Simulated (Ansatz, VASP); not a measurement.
**Gd in VASP and in Ansatz**

```
Gd
1.0
     3.63600    0.00000    0.00000
    -1.81800    3.14887    0.00000
     0.00000    0.00000    5.78260
Gd
2
Direct
  0.33333 0.66667 0.25000
  0.66667 0.33333 0.75000
```

Alike in both runs: task single point; functional PBE; k mesh 10 × 10 × 5; occupations fermi-dirac, width 0.05 eV; collinear spin.

|  | VASP | Ansatz |
| --- | --- | --- |
| version | VASP 6.6.1 | Ansatz 0.2.0 |
| potentials or method | VASP PAW PBE potentials, release 64 (Gd) | PAW with Ansatz's default frozen-core files, scalar-relativistic |
| plane-wave cutoff (eV) | 520 | 420 |
| valence electrons in the cell | 36 | 36 |

```csv
,VASP,Ansatz,Ansatz less VASP
net moment per atom (μB),0.00,0.00,0.000
size of the moment on the site where the two differ most (μB),6.93,7.25,+0.311
```

Site moments also hang on the region over which each program counts them. The functional is the same, so the differences come from potentials, cutoffs and numerics.

Spin-orbit coupling is off throughout.
